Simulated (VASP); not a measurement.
# Sn (Immm) in VASP: further runs

Sn is run at these levels: r2SCAN; tasks: single point.

Everything below comes from runs of VASP 6.6.1. Logs are shortened: lines on timing, memory, paths and dates and some standing lists are left out, and cuts for length are marked.

## Step 1: The cell of the first run

It takes space group Immm (No. 71, orthorhombic). Conventional cell: a = 3.707 Å, b = 3.783 Å, c = 3.858 Å, α = 90.00°, β = 90.00°, γ = 90.00°. Sn (site symmetry mmm) has 14 Sn at 3.28 to 3.86 Å within 4.3 Å.

## Step 2: Single point, r2SCAN (strain -0.0200 x Voigt [1, -1, 0, 0, 0, 0])

Contents of POSCAR:

```
Sn
1.0
   -1.8534600823      1.9291115143      1.8912857983
    1.8534600823     -1.9291115143      1.8912857983
    1.8534600823      1.9291115143     -1.8912857983
Sn
1
Direct
    0.0000000000      0.0000000000      0.0000000000
```

Contents of INCAR.step1:

```
  ALGO = Normal
  EDIFF = 1E-4
  ENCUT = 520
  GGA = PE
  ISMEAR = 0
  LASPH = T
  LCHARG = F
  LREAL = F
  LWAVE = T
  NBANDS = 13
  NELM = 80
  PREC = Accurate
  SIGMA = 0.15
```

Contents of INCAR.step2:

```
  ALGO = Normal
  EDIFF = 1E-7
  ENCUT = 520
  ISIF = 2
  ISMEAR = 0
  ISTART = 1
  LASPH = T
  LCHARG = F
  LMIXTAU = T
  LREAL = F
  LWAVE = F
  METAGGA = R2SCAN
  NBANDS = 13
  NELM = 80
  PREC = Accurate
  SIGMA = 0.15
```

Contents of KPOINTS:

```
k-points
0
Gamma
  22 22 22
```

Potentials or basis: VASP PAW PBE potentials, release 64 (Sn_d).

Launch:

```bash
> cat potpaw_PBE.64/Sn_d/POTCAR > POTCAR
> cp INCAR.step1 INCAR
> mpirun -np 1 vasp_std > vasp.out
> cp INCAR.step2 INCAR
> mpirun -np 1 vasp_std > vasp.out
```

OUTCAR:

```text
EDIFF = 1E-7
   ENCUT = 520
   ISIF = 2
   ISMEAR = 0
   ISTART = 1
   LASPH = T
   LREAL = F
   METAGGA = R2SCAN
   NELM = 80
   PREC = Accurate

 ion  position               nearest neighbor table
   1  0.000  0.000  0.000-

  LATTYP: Found a body centered orthorhombic cell.
 ALAT       =     3.7069201646
 B/A-ratio  =     1.0204081633
 C/A-ratio  =     1.0408163266

  Lattice vectors:

 A1 = (  -1.8534600823,  -1.9291115143,   1.8912857983)
 A2 = (   1.8534600823,  -1.9291115143,  -1.8912857983)
 A3 = (   1.8534600823,   1.9291115143,   1.8912857983)

Analysis of symmetry for initial positions (statically):
=====================================================================
 Subroutine PRICEL returns:
 Original cell was already a primitive cell.

 Routine SETGRP: Setting up the symmetry group for a
 body centered orthorhombic supercell.

 Subroutine GETGRP returns: Found  8 space group operations
 (whereof  8 operations were pure point group operations)
 out of a pool of  8 trial point group operations.

The static configuration has the point symmetry D_2h.

Analysis of symmetry for dynamics (positions and initial velocities):
=====================================================================
 Subroutine PRICEL returns:
 Original cell was already a primitive cell.

 Routine SETGRP: Setting up the symmetry group for a
 body centered orthorhombic supercell.

 Subroutine GETGRP returns: Found  8 space group operations
 (whereof  8 operations were pure point group operations)
 out of a pool of  8 trial point group operations.

The dynamic configuration has the point symmetry D_2h.

 Subroutine INISYM returns: Found  8 space group operations
 (whereof  8 operations are pure point group operations),
 and found     1 'primitive' translations

----------------------------------------------------------------------------------------

                                     Primitive cell

  volume of cell :      27.0494

  direct lattice vectors                    reciprocal lattice vectors
    -1.853460082  1.929111514  1.891285798     0.000000000  0.259186675  0.264370409
     1.853460082 -1.929111514  1.891285798     0.269765723  0.000000000  0.264370409
     1.853460082  1.929111514 -1.891285798     0.269765723  0.259186675  0.000000000

  length of vectors
     3.276239839  3.276239839  3.276239839     0.370228910  0.377710549  0.374100626

  position of ions in fractional coordinates (direct lattice)
     0.000000000  0.000000000  0.000000000

  ion indices of the primitive-cell ions
   primitive index   ion index
                 1           1

----------------------------------------------------------------------------------------

 KPOINTS: k-points

Automatic generation of k-mesh.
 Grid dimensions read from file:
 generate k-points for:   22   22   22

 Generating k-lattice:

  Cartesian coordinates                     Fractional coordinates (reciprocal lattice)
     0.000000000  0.011781213  0.012016837     0.045454545  0.000000000 -0.000000000
     0.012262078  0.000000000  0.012016837     0.000000000  0.045454545 -0.000000000
     0.012262078  0.011781213  0.000000000     0.000000000  0.000000000  0.045454545

  Length of vectors
     0.016828587  0.017168661  0.017004574

  Shift w.r.t. Gamma in fractional coordinates (k-lattice)
     0.000000000  0.000000000  0.000000000

 Subroutine IBZKPT returns following result:
 ===========================================

 Found   1530 irreducible k-points:

 Following reciprocal coordinates:
            Coordinates               Weight
  0.000000  0.000000  0.000000      1.000000
  0.045455 -0.000000  0.000000      4.000000
  0.090909 -0.000000  0.000000      4.000000
  0.136364 -0.000000  0.000000      4.000000
  0.181818 -0.000000  0.000000      4.000000
  0.227273 -0.000000  0.000000      4.000000
[... 16 lines left out ...]
  0.454545  0.045455  0.000000      8.000000
  0.500000  0.045455  0.000000      8.000000
 [... further k-points ...]
   k-points           NKPTS =   1530   k-points in BZ     NKDIM =   1530   number of bands    NBANDS=     13
   number of dos      NEDOS =    301   number of ions     NIONS =      1
   total plane-waves  NPLWV =  13824
   dimension x,y,z NGX =    24 NGY =   24 NGZ =   24
   dimension x,y,z NGXF=    48 NGYF=   48 NGZF=   48
   ions per type =               1
   NGX,Y,Z   is equivalent  to a cutoff of  12.18, 12.18, 12.18 a.u.
   NGXF,Y,Z  is equivalent  to a cutoff of  24.36, 24.36, 24.36 a.u.
 SYSTEM =  unknown system
   PREC   = accura    normal or accurate (medium, high low for compatibility)
   ISTART =      1    job   : 0-new  1-cont  2-samecut
   ICHARG =      0    charge: 1-file 2-atom 10-const
   ISPIN  =      1    spin polarized calculation?
   LNONCOLLINEAR =      F non collinear calculations
   LSORBIT =      F    spin-orbit coupling
   LASPH  =      T    aspherical Exc in radial PAW
[... 54 lines left out ...]
 fundamental gap:      0.0011020102
 Fermi energy:         8.0908576173

 k-point     1 :       0.0000    0.0000    0.0000
  band No.  band energies     occupation
      1     -14.1860      2.00000
      2     -14.1797      2.00000
      3     -14.1745      2.00000
      4     -14.0364      2.00000
      5     -14.0172      2.00000
      6      -3.5981      2.00000
      7      16.4373      0.00000
      8      16.5338      0.00000
      9      16.7193      0.00000
     10      20.7459      0.00000
     11      20.9335      0.00000
     12      21.0566      0.00000
     13      21.3311      0.00000

 k-point     2 :       0.0455   -0.0000    0.0000
  band No.  band energies     occupation
      1     -14.1843      2.00000
      2     -14.1790      2.00000
      3     -14.1715      2.00000
      4     -14.0375      2.00000
      5     -14.0177      2.00000
      6      -3.5512      2.00000
      7      15.9952      0.00000
      8      16.4507      0.00000
      9      16.5142      0.00000
     10      20.1335      0.00000
     11      20.6708      0.00000
     12      20.8014      0.00000
     13      21.4916      0.00000

 k-point     3 :       0.0909   -0.0000    0.0000
  band No.  band energies     occupation
      1     -14.1811      2.00000
      2     -14.1795      2.00000
      3     -14.1585      2.00000
      4     -14.0407      2.00000
      5     -14.0189      2.00000
      6      -3.4105      2.00000
      7      14.8207      0.00000
      8      16.0053      0.00000
      9      16.3278      0.00000
     10      19.5097      0.00000
     11      19.9880      0.00000
     12      20.5577      0.00000
     13      21.8076      0.00000

 k-point     4 :       0.1364   -0.0000    0.0000
  band No.  band energies     occupation
      1     -14.1853      2.00000
      2     -14.1725      2.00000
      3     -14.1369      2.00000
      4     -14.0455      2.00000
      5     -14.0207      2.00000
      6      -3.1756      2.00000
      7      13.3579      0.00000
      8      15.3650      0.00000
      9      16.1223      0.00000
     10      18.9768      0.00000
     11      19.3744      0.00000
     12      20.4176      0.00000
     13      22.0749      0.00000

 k-point     5 :       0.1818   -0.0000    0.0000
  band No.  band energies     occupation
      1     -14.1909      2.00000
      2     -14.1644      2.00000
      3     -14.1088      2.00000
      4     -14.0509      2.00000
      5     -14.0230      2.00000
      6      -2.8465      2.00000
      7      11.8167      0.00000
      8      14.7024      0.00000
      9      15.8446      0.00000
     10      18.5082      0.00000
     11      18.8354      0.00000
     12      20.4563      0.00000
     13      22.3499      0.00000
[... 257 lines left out ...]
 k-point    22 :       0.4091    0.0455    0.0000
  band No.  band energies     occupation
      1     -14.2198      2.00000
      2     -14.1563      2.00000
      3     -14.0491      2.00000
      4     -14.0339      2.00000
      5     -13.9518      2.00000
      6       0.5653      2.00000
      7       4.3271      2.00000
      8      11.9958      0.00000
      9      14.0756      0.00000
     10      17.2225      0.00000
     11      17.7268      0.00000
     12      22.5221      0.00000
     13      24.7812      0.00000

 k-point    23 :       0.4545    0.0455    0.0000
  band No.  band energies     occupation
      1     -14.2216      2.00000
      2     -14.1579      2.00000
      3     -14.0470      2.00000
      4     -14.0346      2.00000
      5     -13.9423      2.00000
      6       1.2092      2.00000
      7       3.5012      2.00000
      8      11.8789      0.00000
      9      13.9997      0.00000
     10      17.1544      0.00000
     11      17.6754      0.00000
     12      23.0586      0.00000
     13      24.7015      0.00000

 k-point    24 :       0.5000    0.0455    0.0000
  band No.  band energies     occupation
      1     -14.2216      2.00000
      2     -14.1579      2.00000
      3     -14.0468      2.00000
      4     -14.0350      2.00000
      5     -13.9423      2.00000
      6       1.2000      2.00000
      7       3.5123      2.00000
      8      11.8742      0.00000
      9      14.0011      0.00000
     10      17.1498      0.00000
     11      17.6888      0.00000
     12      23.2810      0.00000
     13      24.4487      0.00000

 [... further k-points ...]
[... 5 lines left out ...]
  --------------------------------------------------------------------------------------
  -------------------------------------------------------------------------------------
  Total       -0.1089803     -0.0012981     -0.0120824      0.0000000      0.0000000      0.0000000
  in kB       -6.4550711     -0.0768883     -0.7156609      0.0000000      0.0000000      0.0000000
  external PRESSURE =      -2.4158734 kB  Pullay stress =       0.0000000 kB

 VOLUME and BASIS-vectors are now :
 -----------------------------------------------------------------------------
  energy-cutoff  :      520.00
  volume of cell :       27.05
      direct lattice vectors                 reciprocal lattice vectors
    -1.853460082  1.929111514  1.891285798     0.000000000  0.259186675  0.264370409
     1.853460082 -1.929111514  1.891285798     0.269765723  0.000000000  0.264370409
     1.853460082  1.929111514 -1.891285798     0.269765723  0.259186675  0.000000000

 POSITION                                       TOTAL-FORCE (eV/Angst)
 -----------------------------------------------------------------------------------
      0.00000      0.00000      0.00000         0.000000      0.000000     -0.000000
 -----------------------------------------------------------------------------------
    total drift:                                0.000000      0.000000     -0.000000

  FREE ENERGIE OF THE ION-ELECTRON SYSTEM (eV)
  ---------------------------------------------------
  free  energy   TOTEN  =       -24.5045197092 eV

  energy  without entropy=      -24.4982567444  energy(sigma->0) =      -24.50138823
```

It took 6.6 min on 1 thread of Intel Xeon 6975P-C (Granite Rapids), shared host; peak memory 0.56 GiB.

What came out:

```
Free energy            : -24.5045 eV
Pressure               : -0.2 GPa
Band gap on the k mesh : zero (bands 7 and 8 overlap by 10.92 eV)
```

Stress tensor (GPa, compression positive):
```
-0.65  0.00  0.00
 0.00 -0.01  0.00
 0.00  0.00 -0.07
```

Levels at points of the mesh, in eV from the Fermi level:
```tsv
k point	band 3	band 4	band 5	band 6	band 7	band 8	band 9	band 10	band 11	band 12
(0.00, 0.00, 0.00)	-22.27	-22.13	-22.11	-11.69	8.35	8.44	8.63	12.66	12.84	12.97
(0.50, 0.00, 0.00)	-22.14	-22.12	-22.03	-6.80	-4.77	4.05	6.24	8.90	9.01	15.32
(0.00, 0.50, 0.00)	-22.12	-22.12	-22.02	-6.51	-4.66	3.51	5.51	8.29	8.32	16.44
(0.50, 0.50, 0.00)	-22.13	-22.12	-22.03	-6.64	-4.71	3.77	5.86	8.60	8.64	15.62
(0.50, 0.50, 0.50)	-22.06	-22.05	-22.04	-2.33	-1.00	-0.60	-0.17	4.06	4.34	19.15
```

Caveat: the cell differs from its parent crystal (strain -0.0200 x Voigt [1, -1, 0, 0, 0, 0]); the PAW data sets were made with another functional, which shifts forces and pressure a little; spin-orbit coupling is left out, which moves the levels of the heavy elements.

## Step 3: Single point, r2SCAN (strain -0.0100 x Voigt [1, -1, 0, 0, 0, 0])

Contents of POSCAR:

```
Sn
1.0
   -1.8723729403      1.9101986563      1.8912857983
    1.8723729403     -1.9101986563      1.8912857983
    1.8723729403      1.9101986563     -1.8912857983
Sn
1
Direct
    0.0000000000      0.0000000000      0.0000000000
```

Contents of INCAR.step1:

```
SYSTEM = Sn
ALGO     = Normal         ! electronic algorithm
EDIFF    = 1E-4           ! SCF threshold, eV
ENCUT    = 520            ! plane-wave cutoff, eV
GGA      = PE             ! functional
ISMEAR   = 0              ! smearing method
LASPH    = .True.         ! aspherical terms in the spheres
LCHARG   = .False.        ! write CHGCAR
LREAL    = .False.        ! projectors in reciprocal space
LWAVE    = .True.         ! write WAVECAR
NBANDS   = 13             ! bands
NELM     = 60             ! most SCF steps
PREC     = Accurate       ! precision mode
SIGMA    = 0.15           ! smearing width, eV
```

Contents of INCAR.step2:

```
SYSTEM = Sn
ALGO     = Normal         ! electronic algorithm
EDIFF    = 1E-6           ! SCF threshold, eV
ENCUT    = 520            ! plane-wave cutoff, eV
ISIF     = 2              ! what is computed and relaxed
ISMEAR   = 0              ! smearing method
ISTART   = 1            
LASPH    = .True.         ! aspherical terms in the spheres
LCHARG   = .False.        ! write CHGCAR
LMIXTAU  = .True.       
LREAL    = .False.        ! projectors in reciprocal space
LWAVE    = .False.        ! write WAVECAR
METAGGA  = R2SCAN         ! meta-GGA
NBANDS   = 13             ! bands
NELM     = 60             ! most SCF steps
PREC     = Accurate       ! precision mode
SIGMA    = 0.15           ! smearing width, eV
```

Contents of KPOINTS:

```
k-points
0
Gamma
  22 22 22
  0 0 0
```

Potentials or basis: VASP PAW PBE potentials, release 64 (Sn_d).

Launch:

```bash
> cat potpaw_PBE.64/Sn_d/POTCAR > POTCAR
> cp INCAR.step1 INCAR
> mpirun -np 1 vasp_std > vasp.out
> cp INCAR.step2 INCAR
> mpirun -np 1 vasp_std > vasp.out
```

It took 19 min on 1 thread of Intel Xeon 8259CL, shared host; peak memory 0.56 GiB.

It converged, with:

* Free energy: -24.5038 eV
* Pressure: -0.3 GPa
* Band gap on the k mesh: zero (bands 7 and 8 overlap by 10.98 eV)

Stress tensor (GPa, compression positive):
```
-0.37  0.00  0.00
 0.00 -0.21  0.00
 0.00  0.00 -0.26
```

Levels at points of the mesh, in eV from the Fermi level:
| k point | band 5 | band 6 | band 7 | band 8 | band 9 | band 10 |
| --- | --- | --- | --- | --- | --- | --- |
| (0.00, 0.00, 0.00) | -22.11 | -11.68 | 8.41 | 8.47 | 8.55 | 12.78 |
| (0.50, 0.00, 0.00) | -22.03 | -6.72 | -4.74 | 3.90 | 6.05 | 8.75 |
| (0.00, 0.50, 0.00) | -22.02 | -6.58 | -4.68 | 3.63 | 5.69 | 8.45 |
| (0.50, 0.50, 0.00) | -22.02 | -6.65 | -4.71 | 3.76 | 5.87 | 8.60 |
| (0.50, 0.50, 0.50) | -22.04 | -2.30 | -0.80 | -0.60 | -0.39 | 4.12 |

Caveat: the cell differs from its parent crystal (strain -0.0100 x Voigt [1, -1, 0, 0, 0, 0]); the PAW data sets were made with another functional, which shifts forces and pressure a little; spin-orbit coupling is left out, which moves the levels of the heavy elements.

## Step 4: Single point, r2SCAN (strain +0.0150 x Voigt [1, -1, 0, 0, 0, 0])

Contents of POSCAR:

```
Sn
1.0
   -1.9196550853      1.8629165113      1.8912857983
    1.9196550853     -1.8629165113      1.8912857983
    1.9196550853      1.8629165113     -1.8912857983
Sn
1
Direct
    0.0000000000      0.0000000000      0.0000000000
```

Contents of INCAR.step1:

```
SYSTEM = Sn
PREC = Accurate ; ENCUT = 520
ISMEAR = 0 ; SIGMA = 0.15
LREAL = .False. ; LASPH = .True.
NELM = 60 ; NBANDS = 13
GGA = PE ; ALGO = Normal
EDIFF = 1E-4 ; LWAVE = .True.
LCHARG = .False.
```

Contents of INCAR.step2:

```
SYSTEM = Sn
PREC = Accurate ; ENCUT = 520
EDIFF = 1E-6 ; ISMEAR = 0
SIGMA = 0.15 ; LREAL = .False.
LASPH = .True. ; NELM = 60
ALGO = Normal ; ISIF = 2
LWAVE = .False. ; LCHARG = .False.
METAGGA = R2SCAN ; LMIXTAU = .True.
NBANDS = 13 ; ISTART = 1
```

Contents of KPOINTS:

```
Automatic mesh
0
Gamma
  22 22 22
  0 0 0
```

Launch:

```bash
> cat potpaw_PBE.64/Sn_d/POTCAR > POTCAR
> cp INCAR.step1 INCAR
> mpirun -np 1 vasp_std > vasp.out
> cp INCAR.step2 INCAR
> mpirun -np 1 vasp_std > vasp.out
```

Wall time 14 min (1 thread of Intel Xeon 8259CL, shared host); peak memory 0.56 GiB.

It converged, with:

```
Free energy            : -24.5041 eV
Pressure               : -0.3 GPa
Band gap on the k mesh : zero (bands 7 and 8 overlap by 10.95 eV)
```

Stress tensor (GPa, compression positive):
```
-0.11  0.00  0.00
 0.00 -0.49  0.00
 0.00  0.00 -0.18
```

Levels at points of the mesh, in eV from the Fermi level:
| k point | band 4 | band 5 | band 6 | band 7 | band 8 | band 9 | band 10 | band 11 |
| --- | --- | --- | --- | --- | --- | --- | --- | --- |
| (0.00, 0.00, 0.00) | -22.12 | -22.11 | -11.69 | 8.38 | 8.46 | 8.59 | 12.72 | 12.95 |
| (0.50, 0.00, 0.00) | -22.12 | -22.02 | -6.54 | -4.67 | 3.57 | 5.60 | 8.38 | 8.39 |
| (0.00, 0.50, 0.00) | -22.12 | -22.03 | -6.76 | -4.75 | 3.98 | 6.15 | 8.82 | 8.92 |
| (0.50, 0.50, 0.00) | -22.12 | -22.02 | -6.65 | -4.71 | 3.77 | 5.87 | 8.60 | 8.64 |
| (0.50, 0.50, 0.50) | -22.05 | -22.04 | -2.31 | -0.90 | -0.60 | -0.28 | 4.09 | 4.30 |

Caveat: the cell differs from its parent crystal (strain +0.0150 x Voigt [1, -1, 0, 0, 0, 0]); the PAW data sets were made with another functional, which shifts forces and pressure a little; spin-orbit coupling is left out, which moves the levels of the heavy elements.

## Step 5: Summary

```tsv
cell	gap on the mesh (eV)	pressure (GPa)
a = 3.276 Å, angles 111.1, 107.9, 109.5°, 1 atom	none	-0.2
a = 3.276 Å, angles 110.3, 108.7, 109.5°, 1 atom	none	-0.3
a = 3.276 Å, angles 108.3, 110.7, 109.5°, 1 atom	none	-0.3
```

Alike in all rows: task single point; level r2SCAN; potentials or basis VASP PAW PBE potentials, release 64 (Sn_d); no spin polarisation; k mesh 22 × 22 × 22; cutoff (eV) 520; smearing gaussian 0.15 eV.

Caveats: the PAW data sets were made with another functional, which shifts forces and pressure a little; spin-orbit coupling is left out, which moves the levels of the heavy elements.

Total energies depend on the potentials used, so only differences within one code and one set of settings carry meaning.
